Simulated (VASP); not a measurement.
# WC (Fm-3m) in VASP: a series of runs

Aim: see how the results for WC move with the level of theory and the settings. Levels: PBEsol, LDA, PBEsol+D3(BJ). Tasks: single point.

Program: VASP 6.6.1. These are calculated values, not measurements. Logs are shortened: lines on timing, memory, paths and dates and some standing lists are left out, and cuts for length are marked.

## (1) The cell of the first run

It takes space group Fm-3m (No. 225, cubic). The conventional cell has a = 4.414 Å, b = 4.414 Å, c = 4.414 Å, α = 90.00°, β = 90.00°, γ = 90.00°. Within 2.9 Å of W (site symmetry m-3m) lie 6 C at 2.21 Å. C (site symmetry m-3m) has 6 W at 2.21 Å within 2.9 Å.

## (2) Single point, PBEsol (volume scaled by 1.02)

INCAR reads:

```
SYSTEM = WC
PREC     = Accurate       ! precision mode
ENCUT    = 520            ! plane-wave cutoff, eV
EDIFF    = 1E-6           ! SCF threshold, eV
ISMEAR   = -1             ! smearing method
SIGMA    = 0.05           ! smearing width, eV
LREAL    = .False.        ! projectors in reciprocal space
LASPH    = .True.         ! aspherical terms in the spheres
NELM     = 60             ! most SCF steps
ALGO     = Normal         ! electronic algorithm
ISIF     = 2              ! what is computed and relaxed
LWAVE    = .False.        ! write WAVECAR
LCHARG   = .True.         ! write CHGCAR
GGA      = PS             ! functional
LELF     = .True.         ! ELF
LVHAR    = .True.       
NBANDS   = 16             ! bands
```

KPOINTS reads:

```
regular mesh
0
Gamma
  10 10 10
  0 0 0
```

POSCAR reads:

```
WC
1.0
    0.0000000000      2.2072055093      2.2072055093
    2.2072055093      0.0000000000      2.2072055093
    2.2072055093      2.2072055093      0.0000000000
W C
1 1
Direct
    0.0000000000      0.0000000000      0.0000000000
    0.5000000000      0.5000000000      0.5000000000
```

Potentials or basis: VASP PAW PBE potentials, release 64 (W_sv, C).

Started as:

```sh
$ cat potpaw_PBE.64/W_sv/POTCAR potpaw_PBE.64/C/POTCAR > POTCAR
$ mpirun -np 1 vasp_std > vasp.out
```

OUTCAR:

```text
SYSTEM = WC
   PREC = Accurate
   ENCUT = 520
   EDIFF = 1E-6
   ISMEAR = -1
   LREAL = .False.
   LASPH = .True.
   NELM = 60
   ISIF = 2
   GGA = PS

 ion  position               nearest neighbor table
   1  0.000  0.000  0.000-   2 2.21   2 2.21   2 2.21   2 2.21   2 2.21   2 2.21
   2  0.500  0.500  0.500-   1 2.21   1 2.21   1 2.21   1 2.21   1 2.21   1 2.21

  LATTYP: Found a face centered cubic cell.
 ALAT       =     4.4144110186

  Lattice vectors:

 A1 = (   0.0000000000,   2.2072055093,   2.2072055093)
 A2 = (   2.2072055093,   0.0000000000,   2.2072055093)
 A3 = (   2.2072055093,   2.2072055093,   0.0000000000)

Analysis of symmetry for initial positions (statically):
=====================================================================
 Subroutine PRICEL returns:
 Original cell was already a primitive cell.

 Routine SETGRP: Setting up the symmetry group for a
 face centered cubic supercell.

 Subroutine GETGRP returns: Found 48 space group operations
 (whereof 48 operations were pure point group operations)
 out of a pool of 48 trial point group operations.

The static configuration has the point symmetry O_h .

Analysis of symmetry for dynamics (positions and initial velocities):
=====================================================================
 Subroutine PRICEL returns:
 Original cell was already a primitive cell.

 Routine SETGRP: Setting up the symmetry group for a
 face centered cubic supercell.

 Subroutine GETGRP returns: Found 48 space group operations
 (whereof 48 operations were pure point group operations)
 out of a pool of 48 trial point group operations.

The dynamic configuration has the point symmetry O_h .

 Subroutine INISYM returns: Found 48 space group operations
 (whereof 48 operations are pure point group operations),
 and found     1 'primitive' translations

----------------------------------------------------------------------------------------

                                     Primitive cell

  volume of cell :      21.5059

  direct lattice vectors                    reciprocal lattice vectors
     0.000000000  2.207205509  2.207205509    -0.226530787  0.226530787  0.226530787
     2.207205509  0.000000000  2.207205509     0.226530787 -0.226530787  0.226530787
     2.207205509  2.207205509  0.000000000     0.226530787  0.226530787 -0.226530787

  length of vectors
     3.121459966  3.121459966  3.121459966     0.392362832  0.392362832  0.392362832

  position of ions in fractional coordinates (direct lattice)
     0.000000000  0.000000000  0.000000000
     0.500000000  0.500000000  0.500000000

  ion indices of the primitive-cell ions
   primitive index   ion index
                 1           1
                 2           2

----------------------------------------------------------------------------------------

 KPOINTS: regular mesh

Automatic generation of k-mesh.
 Grid dimensions read from file:
 generate k-points for:   10   10   10

 Generating k-lattice:

  Cartesian coordinates                     Fractional coordinates (reciprocal lattice)
    -0.022653079  0.022653079  0.022653079     0.100000000  0.000000000  0.000000000
     0.022653079 -0.022653079  0.022653079     0.000000000  0.100000000  0.000000000
     0.022653079  0.022653079 -0.022653079     0.000000000  0.000000000  0.100000000

  Length of vectors
     0.039236283  0.039236283  0.039236283

  Shift w.r.t. Gamma in fractional coordinates (k-lattice)
     0.000000000  0.000000000  0.000000000

 Subroutine IBZKPT returns following result:
 ===========================================

 Found     47 irreducible k-points:

 Following reciprocal coordinates:
            Coordinates               Weight
  0.000000  0.000000  0.000000      1.000000
  0.100000  0.000000  0.000000      8.000000
  0.200000  0.000000  0.000000      8.000000
  0.300000  0.000000  0.000000      8.000000
  0.400000  0.000000  0.000000      8.000000
  0.500000  0.000000  0.000000      4.000000
[... 16 lines left out ...]
  0.300000  0.300000  0.000000      6.000000
  0.400000  0.300000  0.000000     24.000000
 [... further k-points ...]
   k-points           NKPTS =     47   k-points in BZ     NKDIM =     47   number of bands    NBANDS=     16
   number of dos      NEDOS =    301   number of ions     NIONS =      2
   total plane-waves  NPLWV =  13824
   dimension x,y,z NGX =    24 NGY =   24 NGZ =   24
   dimension x,y,z NGXF=    48 NGYF=   48 NGZF=   48
   ions per type =               1   1
   NGX,Y,Z   is equivalent  to a cutoff of  12.78, 12.78, 12.78 a.u.
   NGXF,Y,Z  is equivalent  to a cutoff of  25.56, 25.56, 25.56 a.u.
 SYSTEM =  WC
   PREC   = accura    normal or accurate (medium, high low for compatibility)
   ISTART =      0    job   : 0-new  1-cont  2-samecut
   ICHARG =      2    charge: 1-file 2-atom 10-const
   ISPIN  =      1    spin polarized calculation?
   LNONCOLLINEAR =      F non collinear calculations
   LSORBIT =      F    spin-orbit coupling
   LASPH  =      T    aspherical Exc in radial PAW
   ENCUT  =  520.0 eV  38.22 Ry    6.18 a.u.   5.80  5.80  5.80*2*pi/ulx,y,z
   NELM   =     60;   NELMIN=  2; NELMDL= -5     # of ELM steps
   EDIFF  = 0.1E-05   stopping-criterion for ELM
   LREAL  =      F    real-space projection
   EDIFFG = 0.1E-04   stopping-criterion for IOM
   NSW    =      0    number of steps for IOM
   IBRION =     -1    ionic relax: 0-MD 1-quasi-New 2-CG
   NFREE  =      0    steps in history (QN), initial steepest desc. (CG)
   ISIF   =      2    stress and relaxation
   ISYM   =      2    0-nonsym 1-usesym 2-fastsym
   POTIM  = 0.5000    time-step for ionic-motion
   TEBEG  =    0.0;   TEEND  =   0.0 temperature during run
   PSTRESS=    0.0 pullay stress
   NELECT =      18.0000    total number of electrons
   NUPDOWN=      -1.0000    fix difference up-down
   EMIN   =  10.00;   EMAX   =-10.00  energy-range for DOS
   EFERMI =   0.00;   METHOD = LEGACY
   ISMEAR =    -1;   SIGMA  =   0.05  broadening in eV -4-tet -1-fermi 0-gaus
   EFERMI_NEDOS =   21; number of points for ismear=-14 and -15
   IALGO  =     38    algorithm
   IMIX   =      4    mixing-type and parameters
     AMIX     =   0.40;   BMIX     =  1.00
     AMIX_MAG =   1.60;   BMIX_MAG =  1.00
  volume/ion in A,a.u.               =      10.75        72.56
  Fermi-wavevector in a.u.,A,eV,Ry     =   1.542812  2.915491 32.385507  2.380268
  Thomas-Fermi vector in A             =   2.648563
   LORBIT       =      0    0 simple, 1 ext, 2 COOP (PROOUT), +10 PAW based schemes
   GGA     = PS    functional components
   LHFCALC =     F    Hartree Fock is set to
   AEXX    =    0.0000 exact exchange contribution
   IVDW    =     0    specifies the selected vdW correction
   LEPSILON=     F    determine dielectric tensor
   LRPA    =     F    only Hartree local field effects (RPA)
 non-spin polarized calculation
  energy-cutoff  :      520.00
  volume of cell :       21.51
 maximum number of plane-waves:       589
   NGX = 11   NGY = 11   NGZ = 11

 number of electron      18.0000003 magnetization

 Free energy of the ion-electron system (eV)
  ---------------------------------------------------
  ext. energy  EPLUGINS =         0.00000000
  ---------------------------------------------------
  free energy    TOTEN  =       -22.96696246 eV

  energy without entropy =      -22.96046078  energy(sigma->0) =      -22.96371162

 E-fermi :  11.9977     XC(G=0): -13.7323

 val. band max:       11.8924412502   @ k =   0.3000   0.2000   0.1000
 cond. band min:      12.0486550928   @ k =  -0.3000   0.3000   0.1000
 fundamental gap:      0.1562138425
 Fermi energy:        11.9976910586

 k-point     1 :       0.0000    0.0000    0.0000
  band No.  band energies     occupation
      1     -63.4304      2.00000
      2     -27.4281      2.00000
      3     -27.4281      2.00000
      4     -27.4281      2.00000
      5      -3.6540      2.00000
      6       9.2653      2.00000
[... 8 lines left out ...]
     15      21.5998      0.00000
     16      34.8296      0.00000

 k-point     2 :       0.1000    0.0000    0.0000
  band No.  band energies     occupation
      1     -63.4272      2.00000
      2     -27.4824      2.00000
      3     -27.4340      2.00000
      4     -27.4340      2.00000
      5      -3.3811      2.00000
      6       8.3750      2.00000
[... 8 lines left out ...]
     15      22.2282      0.00000
     16      32.2301      0.00000

 k-point     3 :       0.2000    0.0000    0.0000
  band No.  band energies     occupation
      1     -63.4188      2.00000
      2     -27.6223      2.00000
      3     -27.4494      2.00000
      4     -27.4494      2.00000
      5      -2.6082      2.00000
      6       6.7307      2.00000
[... 8 lines left out ...]
     15      23.5836      0.00000
     16      29.3822      0.00000

 k-point     4 :       0.3000    0.0000    0.0000
  band No.  band energies     occupation
      1     -63.4085      2.00000
      2     -27.7909      2.00000
      3     -27.4683      2.00000
      4     -27.4683      2.00000
      5      -1.4594      2.00000
      6       4.9958      2.00000
[... 8 lines left out ...]
     15      24.2542      0.00000
     16      27.2348      0.00000

 k-point     5 :       0.4000    0.0000    0.0000
  band No.  band energies     occupation
      1     -63.4001      2.00000
      2     -27.9240      2.00000
      3     -27.4836      2.00000
      4     -27.4836      2.00000
      5      -0.1163      2.00000
      6       3.3687      2.00000
[... 8 lines left out ...]
     15      24.7164      0.00000
     16      24.7164      0.00000

 k-point     6 :       0.5000    0.0000    0.0000
  band No.  band energies     occupation
      1     -63.3969      2.00000
      2     -27.9741      2.00000
      3     -27.4894      2.00000
      4     -27.4894      2.00000
      5       0.8623      2.00000
      6       2.3123      2.00000
[... 8 lines left out ...]
     15      23.5915      0.00000
     16      23.5915      0.00000

 k-point     7 :       0.1000    0.1000    0.0000
  band No.  band energies     occupation
      1     -63.4261      2.00000
      2     -27.4786      2.00000
      3     -27.4468      2.00000
      4     -27.4468      2.00000
      5      -3.2974      2.00000
      6       8.0202      2.00000
[... 8 lines left out ...]
     15      22.4442      0.00000
     16      32.1578      0.00000

 k-point     8 :       0.2000    0.1000    0.0000
  band No.  band energies     occupation
      1     -63.4195      2.00000
      2     -27.5826      2.00000
      3     -27.4679      2.00000
      4     -27.4575      2.00000
      5      -2.7152      2.00000
      6       6.6121      2.00000
[... 8 lines left out ...]
     15      23.6303      0.00000
     16      29.1749      0.00000

 k-point     9 :       0.3000    0.1000    0.0000
  band No.  band energies     occupation
      1     -63.4097      2.00000
      2     -27.7370      2.00000
      3     -27.4890      2.00000
      4     -27.4762      2.00000
      5      -1.7393      2.00000
      6       5.2341      2.00000
[... 8 lines left out ...]
     15      24.3295      0.00000
     16      27.1844      0.00000
[... 172 lines left out ...]
 k-point    19 :       0.5000    0.2000    0.0000
  band No.  band energies     occupation
      1     -63.3929      2.00000
      2     -27.8967      2.00000
      3     -27.5984      2.00000
      4     -27.5360      2.00000
      5      -0.1546      2.00000
      6       3.7284      2.00000
[... 8 lines left out ...]
     15      22.8658      0.00000
     16      25.8255      0.00000

 k-point    20 :      -0.4000    0.2000    0.0000
  band No.  band energies     occupation
      1     -63.3923      2.00000
      2     -27.8994      2.00000
      3     -27.6273      2.00000
      4     -27.5178      2.00000
      5       0.1843      2.00000
      6       3.3521      2.00000
[... 8 lines left out ...]
     15      23.8947      0.00000
     16      24.7571      0.00000

 k-point    21 :      -0.3000    0.2000    0.0000
  band No.  band energies     occupation
      1     -63.3968      2.00000
      2     -27.8427      2.00000
      3     -27.6244      2.00000
      4     -27.4900      2.00000
      5      -0.2962      2.00000
      6       3.7758      2.00000
[... 8 lines left out ...]
     15      24.1936      0.00000
     16      24.7470      0.00000

 k-point    22 :      -0.2000    0.2000    0.0000
  band No.  band energies     occupation
      1     -63.4048      2.00000
      2     -27.7611      2.00000
      3     -27.5763      2.00000
      4     -27.4631      2.00000
      5      -1.2170      2.00000
      6       4.7761      2.00000
[... 8 lines left out ...]
     15      24.5134      0.00000
     16      25.0354      0.00000

 k-point    23 :       0.3000    0.3000    0.0000
  band No.  band energies     occupation
      1     -63.4011      2.00000
      2     -27.7588      2.00000
      3     -27.5561      2.00000
      4     -27.5561      2.00000
      5      -1.5487      2.00000
      6       4.8882      2.00000
[... 8 lines left out ...]
     15      24.2366      0.00000
     16      27.2470      0.00000

 k-point    24 :       0.4000    0.3000    0.0000
  band No.  band energies     occupation
      1     -63.3945      2.00000
      2     -27.8297      2.00000
      3     -27.5935      2.00000
      4     -27.5770      2.00000
      5      -1.2213      2.00000
      6       4.9971      2.00000
[... 8 lines left out ...]
     15      23.5057      0.00000
     16      27.1284      0.00000

 [... further k-points ...]
[... 5 lines left out ...]
  --------------------------------------------------------------------------------------
  -------------------------------------------------------------------------------------
  Total       -2.1322651     -2.1322651     -2.1322651      0.0000000     -0.0000000     -0.0000000
  in kB     -158.8522878   -158.8522878   -158.8522878      0.0000000     -0.0000000     -0.0000000
  external PRESSURE =    -158.8522878 kB  Pullay stress =       0.0000000 kB

 VOLUME and BASIS-vectors are now :
 -----------------------------------------------------------------------------
  energy-cutoff  :      520.00
  volume of cell :       21.51
      direct lattice vectors                 reciprocal lattice vectors
     0.000000000  2.207205509  2.207205509    -0.226530787  0.226530787  0.226530787
     2.207205509  0.000000000  2.207205509     0.226530787 -0.226530787  0.226530787
     2.207205509  2.207205509  0.000000000     0.226530787  0.226530787 -0.226530787

 POSITION                                       TOTAL-FORCE (eV/Angst)
 -----------------------------------------------------------------------------------
      0.00000      0.00000      0.00000         0.000000      0.000000      0.000000
      2.20721      2.20721      2.20721         0.000000     -0.000000     -0.000000
 -----------------------------------------------------------------------------------
    total drift:                                0.000000     -0.000000     -0.000000

  FREE ENERGIE OF THE ION-ELECTRON SYSTEM (eV)
  ---------------------------------------------------
  free  energy   TOTEN  =       -22.9669624587 eV

  energy  without entropy=      -22.9604607813  energy(sigma->0) =      -22.96371162
```

It took 9.4 s on 1 thread of Intel Xeon Platinum 8259CL at 2.50GHz (Skylake/Cascade Lake), shared host; peak memory 0.15 GiB.

What came out:

* Free energy: -22.9670 eV
* Pressure: -15.9 GPa
* Band gap on the k mesh: zero (band 9 reaches 12.96 eV, above the bottom of band 10 at 9.87 eV)

Caveat: the PAW data sets were made with another functional, which shifts forces and pressure a little; spin-orbit coupling is left out, which moves the levels of the heavy elements.

[end of part 1 of 2]
